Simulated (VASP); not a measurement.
# RbH2 (P1) in VASP: a series of runs

The runs below take RbH2 through single point, relaxation of cell and atoms, with PBE.

Program: VASP 6.6.1. These are calculated values, not measurements. Logs are shortened: lines on timing, memory, paths and dates and some standing lists are left out, and cuts for length are marked.

## Step 1: The cell of the first run

The typed cell holds 6 atoms: a = 4.113 Å, b = 4.724 Å, c = 7.587 Å, α = 78.42°, β = 74.32°, γ = 64.21°.

The cell was built from a structure type or drawn by symmetry, and may not be a known phase.

## Step 2: Single point, PBE

File INCAR:

```
ALGO     = Normal         # electronic algorithm
EDIFF    = 1E-6           # SCF threshold, eV
ENCUT    = 520            # plane-wave cutoff, eV
GGA      = PE             # functional
ISIF     = 2              # what is computed and relaxed
ISMEAR   = 0              # smearing method
LASPH    = True           # aspherical terms in the spheres
LCHARG   = False          # write CHGCAR
LREAL    = False          # projectors in reciprocal space
LWAVE    = False          # write WAVECAR
NBANDS   = 20             # bands
NELM     = 80             # most SCF steps
PREC     = Accurate       # precision mode
SIGMA    = 0.02           # smearing width, eV
```

File KPOINTS:

```
k-points
0
Gamma
  6 6 4
```

File POSCAR:

```
RbH2
1.0
    4.1129455582      0.0180077325      0.0078705510
    2.0365306896      4.2619174733      0.0130122224
    2.0335064870      0.6939900085      7.2759797225
Rb H
2 4
Direct
    0.3349008003      0.6268004685      0.8780129720
    0.2732746964      0.2301710359      0.3973420877
    0.9591564375      0.1910136178      0.0661229551
    0.7299810211      0.5461999121      0.1672932587
    0.6268367655      0.7121861213      0.2059488025
    0.8815508470      0.8198676843      0.5911422172
```

Potentials or basis: VASP PAW PBE potentials, release 64 (Rb_sv, H).

Launch:

```bash
$ cat potpaw_PBE.64/Rb_sv/POTCAR potpaw_PBE.64/H/POTCAR > POTCAR
$ mpirun -np 1 vasp_std > vasp.out
```

OUTCAR:

```text
EDIFF = 1E-6
   ENCUT = 520
   GGA = PE
   ISIF = 2
   ISMEAR = 0
   LASPH = True
   LREAL = False
   NELM = 80
   PREC = Accurate

 ion  position               nearest neighbor table
   1  0.335  0.627  0.878-   3 2.88   4 2.94   4 2.95   6 2.99   6 2.99   3 3.01   3 3.01   5 3.20
                             5 3.21   2 4.00   2 4.15   2 4.53   2 4.53   2 5.20   2 5.20   2 5.74
   2  0.273  0.230  0.397-   5 2.72   4 2.90   4 2.90   6 2.97   6 2.97   6 3.00   5 3.13   5 3.14
                             3 3.19   3 3.19   1 4.00   1 4.15   1 4.53   1 4.53   1 5.20   1 5.20
   3  0.959  0.191  0.066-   1 2.88   1 3.01   1 3.01   2 3.19   2 3.19
   4  0.730  0.546  0.167-   5 0.79   2 2.90   2 2.90   1 2.94   1 2.95
   5  0.627  0.712  0.206-   4 0.79   2 2.72   2 3.13   2 3.14   1 3.20   1 3.21
   6  0.882  0.820  0.591-   2 2.97   2 2.97   1 2.99   1 2.99   2 3.00

  Warning from LATTYP: Got some problem with cell dimensions!
  Tried to take original basis but could not verify dimensions!
  LATTYP: Found a triclinic cell.
 ALAT       =     4.7235121591
 B/A-ratio  =     0.8707487928
 C/A-ratio  =     1.7131365937
 COS(alpha) =     0.0005866492
 COS(beta)  =     0.3955199235
 COS(gamma) =     0.4350982990

  Lattice vectors:

 A1 = (   2.0365306896,   4.2619174733,   0.0130122224)
 A2 = (   4.1129455582,   0.0180077325,   0.0078705510)
 A3 = (   0.0030242026,   3.5679274648,  -7.2629675001)

Analysis of symmetry for initial positions (statically):
=====================================================================
 Subroutine PRICEL returns:
 Original cell was already a primitive cell.

 Routine SETGRP: Setting up the symmetry group for a
 triclinic supercell.

 Subroutine GETGRP returns: Found  1 space group operations
 (whereof  1 operations were pure point group operations)
 out of a pool of  2 trial point group operations.

The static configuration has the point symmetry C_1 .

Analysis of symmetry for dynamics (positions and initial velocities):
=====================================================================
 Subroutine PRICEL returns:
 Original cell was already a primitive cell.

 Routine SETGRP: Setting up the symmetry group for a
 triclinic supercell.

 Subroutine GETGRP returns: Found  1 space group operations
 (whereof  1 operations were pure point group operations)
 out of a pool of  2 trial point group operations.

The dynamic configuration has the point symmetry C_1 .

[... 108 lines left out ...]
   EDIFFG = 0.1E-04   stopping-criterion for IOM
   NSW    =      0    number of steps for IOM
   IBRION =     -1    ionic relax: 0-MD 1-quasi-New 2-CG
   NFREE  =      0    steps in history (QN), initial steepest desc. (CG)
   ISIF   =      2    stress and relaxation
   ISYM   =      2    0-nonsym 1-usesym 2-fastsym
   POTIM  = 0.5000    time-step for ionic-motion
   TEBEG  =    0.0;   TEEND  =   0.0 temperature during run
   PSTRESS=    0.0 pullay stress
   NELECT =      22.0000    total number of electrons
   NUPDOWN=      -1.0000    fix difference up-down
   EMIN   =  10.00;   EMAX   =-10.00  energy-range for DOS
   EFERMI =   0.00;   METHOD = LEGACY
   ISMEAR =     0;   SIGMA  =   0.02  broadening in eV -4-tet -1-fermi 0-gaus
   EFERMI_NEDOS =   21; number of points for ismear=-14 and -15
   IALGO  =     38    algorithm
   IMIX   =      4    mixing-type and parameters
     AMIX     =   0.40;   BMIX     =  1.00
     AMIX_MAG =   1.60;   BMIX_MAG =  1.00
  volume/ion in A,a.u.               =      21.20       143.04
  Fermi-wavevector in a.u.,A,eV,Ry     =   0.912170  1.723751 11.320782  0.832054
  Thomas-Fermi vector in A             =   2.036535
   LORBIT       =      0    0 simple, 1 ext, 2 COOP (PROOUT), +10 PAW based schemes
   GGA     = PE    functional components
   LHFCALC =     F    Hartree Fock is set to
   AEXX    =    0.0000 exact exchange contribution
   IVDW    =     0    specifies the selected vdW correction
   LEPSILON=     F    determine dielectric tensor
   LRPA    =     F    only Hartree local field effects (RPA)
 non-spin polarized calculation
 Gauss-broadening in eV      SIGMA  =   0.02
  energy-cutoff  :      520.00
  volume of cell :      127.18
 maximum number of plane-waves:      3442
 NGX is ok and might be reduce to    32
   NGX = 15   NGY = 17   NGZ = 29

 number of electron      22.0000000 magnetization

 Free energy of the ion-electron system (eV)
  ---------------------------------------------------
  ext. energy  EPLUGINS =         0.00000000
  ---------------------------------------------------
  free energy    TOTEN  =       -15.76418249 eV

  energy without entropy =      -15.76418249  energy(sigma->0) =      -15.76418249

 E-fermi :  -1.1090     XC(G=0):  -6.8834

 val. band max:       -1.2579780476   @ k =   0.1667   0.1667   0.2500
 cond. band min:       1.8872497323   @ k =  -0.0000   0.5000   0.5000
 fundamental gap:      3.1452277799
 Fermi energy:        -1.1090175989

 k-point     1 :       0.0000    0.0000    0.0000
  band No.  band energies     occupation
      1     -27.6095      2.00000
      2     -27.3881      2.00000
      3     -11.9658      2.00000
      4     -11.6418      2.00000
      5     -11.5506      2.00000
      6     -11.4589      2.00000
[... 541 lines left out ...]
     19       6.8278      0.00000
     20       7.1297      0.00000

 [... further k-points ...]

------------------------ aborting loop because EDIFF is reached ----------------------------------------

  FORCE on cell =-STRESS in cart. coord.  units (eV):
  Direction    XX          YY          ZZ          XY          YZ          ZX
  --------------------------------------------------------------------------------------
  -------------------------------------------------------------------------------------
  Total       -0.0315481     -0.0417311     -0.0296504      0.0003406     -0.0054706      0.0020374
  in kB       -0.3974324     -0.5257158     -0.3735269      0.0042908     -0.0689165      0.0256666
  external PRESSURE =      -0.4322250 kB  Pullay stress =       0.0000000 kB

 VOLUME and BASIS-vectors are now :
 -----------------------------------------------------------------------------
  energy-cutoff  :      520.00
  volume of cell :      127.18
      direct lattice vectors                 reciprocal lattice vectors
     4.112945558  0.018007733  0.007870551     0.243753093 -0.116301770 -0.057031664
     2.036530690  4.261917473  0.013012222    -0.000987274  0.235175578 -0.022155349
     2.033506487  0.693990009  7.275979722    -0.000261906 -0.000294778  0.137539850

 POSITION                                       TOTAL-FORCE (eV/Angst)
 -----------------------------------------------------------------------------------
      4.43937      3.28673      6.39920        -0.000094      0.000926     -0.001561
      2.40071      1.26164      2.89620        -0.000058     -0.000796      0.001294
      4.46842      0.87725      0.49114        -0.000109     -0.003330     -0.002005
      4.45492      2.45710      1.23007        -0.000281      0.012306      0.004249
      4.44733      3.18949      1.51268         0.000583     -0.009891     -0.005399
      6.49755      3.92033      4.31875        -0.000041      0.000786      0.003422
 -----------------------------------------------------------------------------------
    total drift:                               -0.000008      0.000128      0.000263

  FREE ENERGIE OF THE ION-ELECTRON SYSTEM (eV)
  ---------------------------------------------------
  free  energy   TOTEN  =       -15.7641824937 eV

  energy  without entropy=      -15.7641824937  energy(sigma->0) =      -15.76418249
```

Wall time 3.1 min (1 thread of Oxide Virtual Turin-like, shared host); peak memory 0.3 GiB.

Results:

| Quantity | Value |
| --- | --- |
| Free energy | -15.7642 eV |
| Pressure | 0.0 GPa |
| Largest force | 0.013 eV/Å |
| Band gap on the k mesh | 3.15 eV (least direct gap 3.42 eV) |

Forces in eV/Å, atoms in the order of the input:
```
Rb   0.000  0.001 -0.002
Rb   0.000 -0.001  0.001
H    0.000 -0.003 -0.002
H    0.000  0.012  0.004
H    0.001 -0.010 -0.005
H    0.000  0.001  0.003
```

Levels at points of the mesh, in eV from the valence-band top:
```
           k point  band 9  band 10  band 11  band 12  band 13  band 14
(0.00, 0.00, 0.00)   -6.47    -0.98    -0.04     3.56     4.45     5.45
(0.50, 0.00, 0.00)   -6.28    -0.26    -0.23     3.59     4.32     5.33
(0.00, 0.50, 0.00)   -6.25    -0.69    -0.39     3.60     4.54     4.92
(0.50, 0.50, 0.00)   -6.27    -0.39    -0.05     3.70     4.52     4.91
(0.00, 0.00, 0.50)   -6.43    -1.05    -0.02     3.76     4.80     5.02
(0.50, 0.00, 0.50)   -6.27    -0.40    -0.05     3.69     4.53     4.92
(0.00, 0.50, 0.50)   -6.26    -0.79    -0.28     3.15     4.91     5.08
(0.50, 0.50, 0.50)   -6.28    -0.26    -0.22     3.58     4.32     5.32
```

A k mesh can miss the band edges.

## Step 3: Relaxation of cell and atoms, PBE

File INCAR:

```
ALGO = Normal ; EDIFF = 1E-6
EDIFFG = -0.04 ; ENCUT = 600
GGA = PE ; IBRION = 2
ISIF = 3 ; ISMEAR = 0
LASPH = True ; LCHARG = False
LREAL = False ; LWAVE = False
NELM = 60 ; NSW = 90
PREC = Accurate ; SIGMA = 0.1
```

File KPOINTS:

```
k-points
0
Gamma
  6 4 4
```

File POSCAR:

```
RbH2
1.0
    4.1125012554      0.0000000000      0.0000000000
    2.0176174016      4.2695263068      0.0000000000
    2.0164983423      0.6722421784      7.2351381248
Rb H
2 4
Direct
    0.3337785312      0.6315861256      0.8773183615
    0.2731141101      0.2287281973      0.3967186552
    0.9594712558      0.1950013098      0.0636936957
    0.7309273505      0.5436539390      0.1682276586
    0.6277898207      0.7067552192      0.2102186789
    0.8806194996      0.8205140490      0.5896852434
```

Potentials or basis: VASP PAW PBE potentials, release 64 (Rb_sv, H).

Launch:

```bash
$ cat potpaw_PBE.64/Rb_sv/POTCAR potpaw_PBE.64/H/POTCAR > POTCAR
$ mpirun -np 1 vasp_std > vasp.out
```

OUTCAR:

```text
EDIFF = 1E-6
   EDIFFG = -0.04
   ENCUT = 600
   GGA = PE
   IBRION = 2
   ISIF = 3
   ISMEAR = 0
   LASPH = True
   LREAL = False
   NELM = 60
   NSW = 90
   PREC = Accurate

 ion  position               nearest neighbor table
   1  0.334  0.632  0.877-   3 2.87   4 2.94   4 2.96   6 2.98   6 2.99   3 3.00   3 3.02   5 3.20
                             5 3.23   2 4.00   2 4.13   2 4.52   2 4.54   2 5.15   2 5.19   2 5.73
   2  0.273  0.229  0.397-   5 2.71   4 2.89   4 2.90   6 2.96   6 2.97   6 3.00   5 3.11   5 3.12
                             3 3.17   3 3.21   1 4.00   1 4.13   1 4.52   1 4.54   1 5.15   1 5.19
   3  0.959  0.195  0.064-   1 2.87   1 3.00   1 3.02   2 3.17   2 3.21
   4  0.731  0.544  0.168-   5 0.79   2 2.89   2 2.90   1 2.94   1 2.96
[... 651 lines left out ...]
  in kB        0.0711659      0.1291116      0.6790294      0.3469964     -0.0052019      0.0288563
  external PRESSURE =       0.2931023 kB  Pullay stress =       0.0000000 kB

 VOLUME and BASIS-vectors are now :
 -----------------------------------------------------------------------------
  energy-cutoff  :      600.00
  volume of cell :      127.04
      direct lattice vectors                 reciprocal lattice vectors
     4.112501255  0.000000000  0.000000000     0.243161020 -0.114908744 -0.057094596
     2.017617402  4.269526307  0.000000000     0.000000000  0.234218020 -0.021762022
     2.016498342  0.672242178  7.235138125     0.000000000  0.000000000  0.138214362

 POSITION                                       TOTAL-FORCE (eV/Angst)
 -----------------------------------------------------------------------------------
      4.41607      3.28634      6.34752        -0.000585     -0.002987     -0.003276
      2.38465      1.24325      2.87031        -0.000445      0.004167      0.002023
      4.46770      0.87538      0.46083        -0.000238     -0.002720      0.000245
      4.44206      2.43423      1.21715         0.000536      0.015007      0.004357
      4.43165      3.15883      1.52096         0.000720     -0.010885     -0.007239
      6.46613      3.89962      4.26645         0.000011     -0.002582      0.003889
 -----------------------------------------------------------------------------------
    total drift:                               -0.000070      0.000163      0.000602

  FREE ENERGIE OF THE ION-ELECTRON SYSTEM (eV)
  ---------------------------------------------------
  free  energy   TOTEN  =       -15.7657323110 eV

  energy  without entropy=      -15.7657323110  energy(sigma->0) =      -15.76573231

 reached required accuracy - stopping structural energy minimisation
```

CONTCAR:

```text
RbH2
   1.00000000000000
     4.1125012553999998    0.0000000000000000    0.0000000000000000
     2.0176174015999999    4.2695263067999996    0.0000000000000000
     2.0164983422999998    0.6722421784000000    7.2351381247999997
  Rb              H
     2     4
Direct
     0.3337785311999966    0.6315861256000019    0.8773183615000022
     0.2731141101000034    0.2287281973000006    0.3967186551999973
     0.9594712557999969    0.1950013097999985    0.0636936957000032
     0.7309273504999965    0.5436539390000021    0.1682276586000029
     0.6277898207000021    0.7067552191999980    0.2102186788999987
     0.8806194996000016    0.8205140490000034    0.5896852433999982

  0.00000000E+00  0.00000000E+00  0.00000000E+00
  0.00000000E+00  0.00000000E+00  0.00000000E+00
  0.00000000E+00  0.00000000E+00  0.00000000E+00
  0.00000000E+00  0.00000000E+00  0.00000000E+00
  0.00000000E+00  0.00000000E+00  0.00000000E+00
  0.00000000E+00  0.00000000E+00  0.00000000E+00
```

Wall time 2.1 min (1 thread of Oxide Virtual Turin-like, shared host); peak memory 0.3 GiB.

Results:

* Free energy: -15.7657 eV
* Pressure after relaxing: 0.0 GPa
* Largest force after relaxing: 0.016 eV/Å
* Band gap on the k mesh: 3.16 eV (least direct gap 3.40 eV)

Forces in eV/Å, atoms in the order of the input:
```
Rb  -0.001 -0.003 -0.003
Rb   0.000  0.004  0.002
H    0.000 -0.003  0.000
H    0.001  0.015  0.004
H    0.001 -0.011 -0.007
H    0.000 -0.003  0.004
```

Final structure:
```yaml
crystal:
  lattice:
    - [4.11250, 0.00000, 0.00000]
    - [2.01762, 4.26953, 0.00000]
    - [2.01650, 0.67224, 7.23514]
  atoms:
    - { symbol: Rb, position: [0.33378, 0.63159, 0.87732] }
    - { symbol: Rb, position: [0.27311, 0.22873, 0.39672] }
    - { symbol: H, position: [0.95947, 0.19500, 0.06369] }
    - { symbol: H, position: [0.73093, 0.54365, 0.16823] }
    - { symbol: H, position: [0.62779, 0.70676, 0.21022] }
    - { symbol: H, position: [0.88062, 0.82051, 0.58969] }
```

Levels at points of the mesh, in eV from the valence-band top:
```csv
k point,band 9,band 10,band 11,band 12,band 13,band 14
"(0.00, 0.00, 0.00)",-6.46,-0.95,-0.05,3.64,4.46,5.46
"(0.50, 0.00, 0.00)",-6.26,-0.24,-0.21,3.61,4.34,5.36
"(0.00, 0.50, 0.00)",-6.24,-0.66,-0.36,3.63,4.55,4.93
"(0.50, 0.50, 0.00)",-6.25,-0.37,-0.03,3.73,4.51,4.92
"(0.00, 0.00, 0.50)",-6.41,-1.03,-0.01,3.77,4.87,5.07
"(0.50, 0.00, 0.50)",-6.26,-0.37,-0.03,3.71,4.54,4.96
"(0.00, 0.50, 0.50)",-6.25,-0.75,-0.25,3.16,4.92,5.10
"(0.50, 0.50, 0.50)",-6.26,-0.23,-0.20,3.60,4.34,5.33
```

Caveat: the relaxation stopped at its first step, so nothing moved. A k mesh can miss the band edges.
